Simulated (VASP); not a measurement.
# TlCl (Pm-3m) in VASP: notebook

The runs below take TlCl through single point, with PBE, PBE+D3(BJ), HSE06.

Everything below comes from runs of VASP 6.6.1. Logs are shortened: lines on timing, memory, paths and dates and some standing lists are left out, and cuts for length are marked.

### 1 The cell of the first run

Symmetry: Pm-3m, No. 221, cubic system. The conventional cell has a = 3.794 Å, b = 3.794 Å, c = 3.794 Å, α = 90.00°, β = 90.00°, γ = 90.00°. Tl (site symmetry m-3m) has 8 Cl at 3.29 Å and 6 Tl at 3.79 Å within 4.3 Å. Cl (site symmetry m-3m) has 8 Tl at 3.29 Å and 6 Cl at 3.79 Å within 4.3 Å.

### 2 Single point, PBE

INCAR reads:

```
ALGO = Normal
EDIFF = 1E-6
ENCUT = 500
GGA = PE
GGA_COMPAT = F
ISIF = 2
ISMEAR = 0
LASPH = T
LCHARG = T
LELF = T
LREAL = F
LVHAR = T
LWAVE = F
NBANDS = 17
NELM = 120
PREC = Accurate
SIGMA = 0.01
```

KPOINTS reads:

```
k-points
0
Gamma
  3 3 3
```

POSCAR reads:

```
TlCl
1.0
    3.7936346873      0.0000000000      0.0000000000
    0.0000000000      3.7936346873      0.0000000000
    0.0000000000      0.0000000000      3.7936346873
Tl Cl
1 1
Direct
    0.0000000000      0.0000000000      0.0000000000
    0.5000000000      0.5000000000      0.5000000000
```

Potentials or basis: VASP PAW PBE potentials, release 64 (Tl_d, Cl).

On the command line:

```bash
$ cat potpaw_PBE.64/Tl_d/POTCAR potpaw_PBE.64/Cl/POTCAR > POTCAR
$ mpirun -np 1 vasp_std > vasp.out
```

OUTCAR:

```text
EDIFF = 1E-6
   ENCUT = 500
   GGA = PE
   ISIF = 2
   ISMEAR = 0
   LASPH = T
   LREAL = F
   NELM = 120
   PREC = Accurate

 ion  position               nearest neighbor table
   1  0.000  0.000  0.000-   2 3.29   2 3.29   2 3.29   2 3.29   2 3.29   2 3.29   2 3.29   2 3.29

   2  0.500  0.500  0.500-   1 3.29   1 3.29   1 3.29   1 3.29   1 3.29   1 3.29   1 3.29   1 3.29

  LATTYP: Found a simple cubic cell.
 ALAT       =     3.7936346873

  Lattice vectors:

 A1 = (   3.7936346873,   0.0000000000,   0.0000000000)
 A2 = (   0.0000000000,   3.7936346873,   0.0000000000)
 A3 = (   0.0000000000,   0.0000000000,   3.7936346873)

Analysis of symmetry for initial positions (statically):
=====================================================================
 Subroutine PRICEL returns:
 Original cell was already a primitive cell.

 Routine SETGRP: Setting up the symmetry group for a
 simple cubic supercell.

 Subroutine GETGRP returns: Found 48 space group operations
 (whereof 48 operations were pure point group operations)
 out of a pool of 48 trial point group operations.

The static configuration has the point symmetry O_h .

Analysis of symmetry for dynamics (positions and initial velocities):
=====================================================================
 Subroutine PRICEL returns:
 Original cell was already a primitive cell.

 Routine SETGRP: Setting up the symmetry group for a
 simple cubic supercell.

 Subroutine GETGRP returns: Found 48 space group operations
 (whereof 48 operations were pure point group operations)
 out of a pool of 48 trial point group operations.

The dynamic configuration has the point symmetry O_h .

 Subroutine INISYM returns: Found 48 space group operations
 (whereof 48 operations are pure point group operations),
 and found     1 'primitive' translations

----------------------------------------------------------------------------------------

                                     Primitive cell

  volume of cell :      54.5967

  direct lattice vectors                    reciprocal lattice vectors
     3.793634687  0.000000000  0.000000000     0.263599445  0.000000000  0.000000000
     0.000000000  3.793634687  0.000000000     0.000000000  0.263599445  0.000000000
     0.000000000  0.000000000  3.793634687     0.000000000  0.000000000  0.263599445

  length of vectors
     3.793634687  3.793634687  3.793634687     0.263599445  0.263599445  0.263599445

  position of ions in fractional coordinates (direct lattice)
     0.000000000  0.000000000  0.000000000
     0.500000000  0.500000000  0.500000000

  ion indices of the primitive-cell ions
   primitive index   ion index
                 1           1
                 2           2

----------------------------------------------------------------------------------------

 KPOINTS: k-points

Automatic generation of k-mesh.
 Grid dimensions read from file:
 generate k-points for:    3    3    3

 Generating k-lattice:

  Cartesian coordinates                     Fractional coordinates (reciprocal lattice)
     0.087866482  0.000000000  0.000000000     0.333333333  0.000000000  0.000000000
     0.000000000  0.087866482  0.000000000     0.000000000  0.333333333  0.000000000
     0.000000000  0.000000000  0.087866482     0.000000000  0.000000000  0.333333333

  Length of vectors
     0.087866482  0.087866482  0.087866482

  Shift w.r.t. Gamma in fractional coordinates (k-lattice)
     0.000000000  0.000000000  0.000000000

 Subroutine IBZKPT returns following result:
 ===========================================

 Found      4 irreducible k-points:

 Following reciprocal coordinates:
            Coordinates               Weight
  0.000000  0.000000  0.000000      1.000000
  0.333333  0.000000  0.000000      6.000000
  0.333333  0.333333  0.000000     12.000000
  0.333333  0.333333  0.333333      8.000000
   k-points           NKPTS =      4   k-points in BZ     NKDIM =      4   number of bands    NBANDS=     17
   number of dos      NEDOS =    301   number of ions     NIONS =      2
   total plane-waves  NPLWV =  21952
   dimension x,y,z NGX =    28 NGY =   28 NGZ =   28
   dimension x,y,z NGXF=    56 NGYF=   56 NGZF=   56
   ions per type =               1   1
   NGX,Y,Z   is equivalent  to a cutoff of  12.27, 12.27, 12.27 a.u.
   NGXF,Y,Z  is equivalent  to a cutoff of  24.54, 24.54, 24.54 a.u.
 SYSTEM =  unknown system
   PREC   = accura    normal or accurate (medium, high low for compatibility)
   ISTART =      0    job   : 0-new  1-cont  2-samecut
   ICHARG =      2    charge: 1-file 2-atom 10-const
   ISPIN  =      1    spin polarized calculation?
   LNONCOLLINEAR =      F non collinear calculations
   LSORBIT =      F    spin-orbit coupling
   LASPH  =      T    aspherical Exc in radial PAW
   ENCUT  =  500.0 eV  36.75 Ry    6.06 a.u.   6.92  6.92  6.92*2*pi/ulx,y,z
   NELM   =    120;   NELMIN=  2; NELMDL= -5     # of ELM steps
   EDIFF  = 0.1E-05   stopping-criterion for ELM
   LREAL  =      F    real-space projection
   EDIFFG = 0.1E-04   stopping-criterion for IOM
   NSW    =      0    number of steps for IOM
   IBRION =     -1    ionic relax: 0-MD 1-quasi-New 2-CG
   NFREE  =      0    steps in history (QN), initial steepest desc. (CG)
   ISIF   =      2    stress and relaxation
   ISYM   =      2    0-nonsym 1-usesym 2-fastsym
   POTIM  = 0.5000    time-step for ionic-motion
   TEBEG  =    0.0;   TEEND  =   0.0 temperature during run
   PSTRESS=    0.0 pullay stress
   NELECT =      20.0000    total number of electrons
   NUPDOWN=      -1.0000    fix difference up-down
   EMIN   =  10.00;   EMAX   =-10.00  energy-range for DOS
   EFERMI =   0.00;   METHOD = LEGACY
   ISMEAR =     0;   SIGMA  =   0.01  broadening in eV -4-tet -1-fermi 0-gaus
   EFERMI_NEDOS =   21; number of points for ismear=-14 and -15
   IALGO  =     38    algorithm
   IMIX   =      4    mixing-type and parameters
     AMIX     =   0.40;   BMIX     =  1.00
     AMIX_MAG =   1.60;   BMIX_MAG =  1.00
  volume/ion in A,a.u.               =      27.30       184.22
  Fermi-wavevector in a.u.,A,eV,Ry     =   1.171375  2.213578 18.668821  1.372120
  Thomas-Fermi vector in A             =   2.307820
   LORBIT       =      0    0 simple, 1 ext, 2 COOP (PROOUT), +10 PAW based schemes
   GGA     = PE    functional components
   LHFCALC =     F    Hartree Fock is set to
   AEXX    =    0.0000 exact exchange contribution
   IVDW    =     0    specifies the selected vdW correction
   LEPSILON=     F    determine dielectric tensor
   LRPA    =     F    only Hartree local field effects (RPA)
 non-spin polarized calculation
 Gauss-broadening in eV      SIGMA  =   0.01
  energy-cutoff  :      500.00
  volume of cell :       54.60
 maximum number of plane-waves:      1409
 NGX is ok and might be reduce to    28
   NGX = 13   NGY = 13   NGZ = 13

 number of electron      20.0000002 magnetization

 Free energy of the ion-electron system (eV)
  ---------------------------------------------------
  ext. energy  EPLUGINS =         0.00000000
  ---------------------------------------------------
  free energy    TOTEN  =        -5.98265601 eV

  energy without entropy =       -5.98265601  energy(sigma->0) =       -5.98265601

 E-fermi :   2.4636     XC(G=0):  -9.2950

 val. band max:        2.3849847499   @ k =   0.3333   0.0000   0.0000
 cond. band min:       6.4023460528   @ k =   0.3333   0.0000   0.0000
 fundamental gap:      4.0173613030
 Fermi energy:         2.4635841130

 k-point     1 :       0.0000    0.0000    0.0000
  band No.  band energies     occupation
      1     -10.9003      2.00000
      2      -6.9365      2.00000
      3      -6.9365      2.00000
      4      -6.6684      2.00000
      5      -6.6684      2.00000
      6      -6.6684      2.00000
      7      -1.5579      2.00000
      8       1.4052      2.00000
      9       1.4052      2.00000
     10       1.4052      2.00000
     11      10.8415      0.00000
     12      10.8415      0.00000
     13      11.0209      0.00000
     14      11.0209      0.00000
     15      11.0209      0.00000
     16      15.9402      0.00000
     17      17.3031      0.00000

 k-point     2 :       0.3333    0.0000    0.0000
  band No.  band energies     occupation
      1     -10.6949      2.00000
      2      -6.9242      2.00000
      3      -6.7983      2.00000
      4      -6.7368      2.00000
      5      -6.7368      2.00000
      6      -6.6621      2.00000
      7      -2.3386      2.00000
      8       1.7457      2.00000
      9       1.7457      2.00000
     10       2.3850      2.00000
     11       6.4023      0.00000
     12       9.9857      0.00000
     13       9.9857      0.00000
     14      11.4314      0.00000
     15      14.8655      0.00000
     16      15.4971      0.00000
     17      17.2360      0.00000

 k-point     3 :       0.3333    0.3333    0.0000
  band No.  band energies     occupation
      1     -10.5759      2.00000
      2      -6.8561      2.00000
      3      -6.7242      2.00000
      4      -6.7206      2.00000
      5      -6.7172      2.00000
      6      -6.6892      2.00000
      7      -1.7201      2.00000
      8       0.2299      2.00000
      9       1.8594      2.00000
     10       2.0155      2.00000
     11       7.0429      0.00000
     12       8.3267      0.00000
     13      10.6630      0.00000
     14      12.4638      0.00000
     15      14.8864      0.00000
     16      14.9966      0.00000
     17      16.4100      0.00000

 k-point     4 :       0.3333    0.3333    0.3333
  band No.  band energies     occupation
      1     -10.4430      2.00000
      2      -6.8141      2.00000
      3      -6.8141      2.00000
      4      -6.7271      2.00000
      5      -6.6807      2.00000
      6      -6.6807      2.00000
      7      -0.9439      2.00000
      8       0.8528      2.00000
      9       0.8528      2.00000
     10       1.7016      2.00000
     11       6.7319      0.00000
     12       6.7319      0.00000
     13       8.2156      0.00000
     14      14.1204      0.00000
     15      14.5885      0.00000
     16      14.5885      0.00000
     17      19.3176      0.00000

------------------------ aborting loop because EDIFF is reached ----------------------------------------

  FORCE on cell =-STRESS in cart. coord.  units (eV):
  Direction    XX          YY          ZZ          XY          YZ          ZX
  --------------------------------------------------------------------------------------
  -------------------------------------------------------------------------------------
  Total        0.6888507      0.6888507      0.6888507      0.0000000      0.0000000      0.0000000
  in kB       20.2147878     20.2147878     20.2147878      0.0000000      0.0000000      0.0000000
  external PRESSURE =      20.2147878 kB  Pullay stress =       0.0000000 kB

 VOLUME and BASIS-vectors are now :
 -----------------------------------------------------------------------------
  energy-cutoff  :      500.00
  volume of cell :       54.60
      direct lattice vectors                 reciprocal lattice vectors
     3.793634687  0.000000000  0.000000000     0.263599445  0.000000000  0.000000000
     0.000000000  3.793634687  0.000000000     0.000000000  0.263599445  0.000000000
     0.000000000  0.000000000  3.793634687     0.000000000  0.000000000  0.263599445

 POSITION                                       TOTAL-FORCE (eV/Angst)
 -----------------------------------------------------------------------------------
      0.00000      0.00000      0.00000         0.000000      0.000000      0.000000
      1.89682      1.89682      1.89682         0.000000      0.000000      0.000000
 -----------------------------------------------------------------------------------
    total drift:                               -0.000000      0.000000      0.000000

  FREE ENERGIE OF THE ION-ELECTRON SYSTEM (eV)
  ---------------------------------------------------
  free  energy   TOTEN  =        -5.9826560142 eV

  energy  without entropy=       -5.9826560142  energy(sigma->0) =       -5.98265601
```

Run time: 3.3 s. Hardware: 1 thread of Intel Xeon 6975P-C (Granite Rapids), shared host; peak memory 0.15 GiB.

What came out:

```yaml
Free_energy: -5.9827 eV
Pressure: 2.0 GPa
Band_gap_on_the_k_mesh: 4.02 eV, direct
```

Caveat: the k points lie up to 0.55 Å⁻¹ apart; spin-orbit coupling is left out, which moves the levels of the heavy elements. A k mesh can miss the band edges.

### 3 Single point, PBE

INCAR reads:

```
PREC = Accurate
ENCUT = 500
EDIFF = 1E-6
ISMEAR = 0
SIGMA = 0.01
LREAL = F
LASPH = T
NELM = 120
ALGO = Normal
ISIF = 2
LWAVE = F
LCHARG = F
GGA = PE
NBANDS = 17
GGA_COMPAT = F
```

KPOINTS reads:

```
Automatic mesh
0
Gamma
  4 4 4
```

POSCAR is that of step 2.

Potentials or basis: VASP PAW PBE potentials, release 64 (Tl_d, Cl).

On the command line:

```bash
$ cat potpaw_PBE.64/Tl_d/POTCAR potpaw_PBE.64/Cl/POTCAR > POTCAR
$ mpirun -np 1 vasp_std > vasp.out
```

OUTCAR:

```text
PREC = Accurate
   ENCUT = 500
   EDIFF = 1E-6
   ISMEAR = 0
   LREAL = F
   LASPH = T
   NELM = 120
   ISIF = 2
   GGA = PE

 ion  position               nearest neighbor table
   1  0.000  0.000  0.000-   2 3.29   2 3.29   2 3.29   2 3.29   2 3.29   2 3.29   2 3.29   2 3.29

   2  0.500  0.500  0.500-   1 3.29   1 3.29   1 3.29   1 3.29   1 3.29   1 3.29   1 3.29   1 3.29

  LATTYP: Found a simple cubic cell.
 ALAT       =     3.7936346873

  Lattice vectors:

 A1 = (   3.7936346873,   0.0000000000,   0.0000000000)
 A2 = (   0.0000000000,   3.7936346873,   0.0000000000)
 A3 = (   0.0000000000,   0.0000000000,   3.7936346873)

Analysis of symmetry for initial positions (statically):
=====================================================================
 Subroutine PRICEL returns:
 Original cell was already a primitive cell.

 Routine SETGRP: Setting up the symmetry group for a
 simple cubic supercell.

 Subroutine GETGRP returns: Found 48 space group operations
 (whereof 48 operations were pure point group operations)
 out of a pool of 48 trial point group operations.

The static configuration has the point symmetry O_h .

Analysis of symmetry for dynamics (positions and initial velocities):
=====================================================================
 Subroutine PRICEL returns:
 Original cell was already a primitive cell.

 Routine SETGRP: Setting up the symmetry group for a
 simple cubic supercell.

 Subroutine GETGRP returns: Found 48 space group operations
 (whereof 48 operations were pure point group operations)
 out of a pool of 48 trial point group operations.

The dynamic configuration has the point symmetry O_h .

 Subroutine INISYM returns: Found 48 space group operations
 (whereof 48 operations are pure point group operations),
[... 95 lines left out ...]
   EFERMI =   0.00;   METHOD = LEGACY
   ISMEAR =     0;   SIGMA  =   0.01  broadening in eV -4-tet -1-fermi 0-gaus
   EFERMI_NEDOS =   21; number of points for ismear=-14 and -15
   IALGO  =     38    algorithm
   IMIX   =      4    mixing-type and parameters
     AMIX     =   0.40;   BMIX     =  1.00
     AMIX_MAG =   1.60;   BMIX_MAG =  1.00
  volume/ion in A,a.u.               =      27.30       184.22
  Fermi-wavevector in a.u.,A,eV,Ry     =   1.171375  2.213578 18.668821  1.372120
  Thomas-Fermi vector in A             =   2.307820
   LORBIT       =      0    0 simple, 1 ext, 2 COOP (PROOUT), +10 PAW based schemes
   GGA     = PE    functional components
   LHFCALC =     F    Hartree Fock is set to
   AEXX    =    0.0000 exact exchange contribution
   IVDW    =     0    specifies the selected vdW correction
   LEPSILON=     F    determine dielectric tensor
   LRPA    =     F    only Hartree local field effects (RPA)
 non-spin polarized calculation
 Gauss-broadening in eV      SIGMA  =   0.01
  energy-cutoff  :      500.00
  volume of cell :       54.60
 maximum number of plane-waves:      1406
 NGX is ok and might be reduce to    28
   NGX = 13   NGY = 13   NGZ = 13

 number of electron      20.0000002 magnetization

 Free energy of the ion-electron system (eV)
  ---------------------------------------------------
  ext. energy  EPLUGINS =         0.00000000
  ---------------------------------------------------
  free energy    TOTEN  =        -5.97692330 eV

  energy without entropy =       -5.97692330  energy(sigma->0) =       -5.97692330

 E-fermi :   3.1813     XC(G=0):  -9.2922

 val. band max:        3.0915069609   @ k =   0.5000   0.0000   0.0000
 cond. band min:       5.0861479361   @ k =   0.5000   0.0000   0.0000
 fundamental gap:      1.9946409751
 Fermi energy:         3.1812859862

 k-point     1 :       0.0000    0.0000    0.0000
  band No.  band energies     occupation
      1     -10.8934      2.00000
      2      -6.9283      2.00000
      3      -6.9283      2.00000
      4      -6.6600      2.00000
      5      -6.6600      2.00000
      6      -6.6600      2.00000
[... 177 lines left out ...]
      4      -6.8656      2.00000
      5      -6.5812      2.00000
      6      -6.5812      2.00000
[... 9 lines left out ...]
     16      16.1114      0.00000
     17      20.1594      0.00000

------------------------ aborting loop because EDIFF is reached ----------------------------------------

  FORCE on cell =-STRESS in cart. coord.  units (eV):
  Direction    XX          YY          ZZ          XY          YZ          ZX
  --------------------------------------------------------------------------------------
  -------------------------------------------------------------------------------------
  Total        0.7843756      0.7843756      0.7843756      0.0000000      0.0000000     -0.0000000
  in kB       23.0180290     23.0180290     23.0180290      0.0000000      0.0000000     -0.0000000
  external PRESSURE =      23.0180290 kB  Pullay stress =       0.0000000 kB

 VOLUME and BASIS-vectors are now :
 -----------------------------------------------------------------------------
  energy-cutoff  :      500.00
  volume of cell :       54.60
      direct lattice vectors                 reciprocal lattice vectors
     3.793634687  0.000000000  0.000000000     0.263599445  0.000000000  0.000000000
     0.000000000  3.793634687  0.000000000     0.000000000  0.263599445  0.000000000
     0.000000000  0.000000000  3.793634687     0.000000000  0.000000000  0.263599445

 POSITION                                       TOTAL-FORCE (eV/Angst)
 -----------------------------------------------------------------------------------
      0.00000      0.00000      0.00000         0.000000      0.000000      0.000000
      1.89682      1.89682      1.89682         0.000000      0.000000      0.000000
 -----------------------------------------------------------------------------------
    total drift:                               -0.000000      0.000000      0.000000

  FREE ENERGIE OF THE ION-ELECTRON SYSTEM (eV)
  ---------------------------------------------------
  free  energy   TOTEN  =        -5.9769233024 eV

  energy  without entropy=       -5.9769233024  energy(sigma->0) =       -5.97692330
```

OSZICAR:

```text
N       E                     dE             d eps       ncg     rms          rms(c)
DAV:   1     0.922464749418E+02    0.92246E+02   -0.97764E+03   364   0.996E+02
DAV:   2    -0.283731660132E+01   -0.95084E+02   -0.91973E+02   421   0.225E+02
DAV:   3    -0.633712787915E+01   -0.34998E+01   -0.34893E+01   370   0.373E+01
DAV:   4    -0.636361121568E+01   -0.26483E-01   -0.26479E-01   468   0.380E+00
DAV:   5    -0.636392346101E+01   -0.31225E-03   -0.31224E-03   388   0.401E-01    0.339E+00
DAV:   6    -0.600392977670E+01    0.35999E+00   -0.62308E-01   374   0.416E+00    0.218E+00
DAV:   7    -0.597794101974E+01    0.25989E-01   -0.11305E-01   402   0.162E+00    0.131E+00
DAV:   8    -0.597716577787E+01    0.77524E-03   -0.18734E-02   386   0.926E-01    0.274E-01
DAV:   9    -0.597676867838E+01    0.39710E-03   -0.12367E-03   393   0.190E-01    0.124E-01
DAV:  10    -0.597693828405E+01   -0.16961E-03   -0.59983E-04   349   0.127E-01    0.533E-02
DAV:  11    -0.597692315771E+01    0.15126E-04   -0.56999E-05   404   0.458E-02    0.143E-02
DAV:  12    -0.597692330244E+01   -0.14472E-06   -0.37576E-06   386   0.115E-02
   1 F= -.59769233E+01 E0= -.59769233E+01  d E =-.261243E-38
```

stdout:

```text
POSCAR found type information on POSCAR TlCl
 POSCAR found :  2 types and       2 ions
 scaLAPACK will be used
 LDA part: xc-table for (Slater+PW92), standard interpolation
 POSCAR, INCAR and KPOINTS ok, starting setup
 FFT: planning ... GRIDC
 FFT: planning ... GRID_SOFT
 FFT: planning ... GRID
 WAVECAR not read
 entering main loop
```

It took 5 s on 1 thread of Intel Xeon 6975P-C (Granite Rapids), shared host; peak memory 0.15 GiB.

Results:

| Quantity | Value |
| --- | --- |
| Free energy | -5.9769 eV |
| Pressure | 2.3 GPa |
| Band gap on the k mesh | 1.99 eV, direct |

Caveat: spin-orbit coupling is left out, which moves the levels of the heavy elements. A k mesh can miss the band edges.

[end of part 1 of 2]
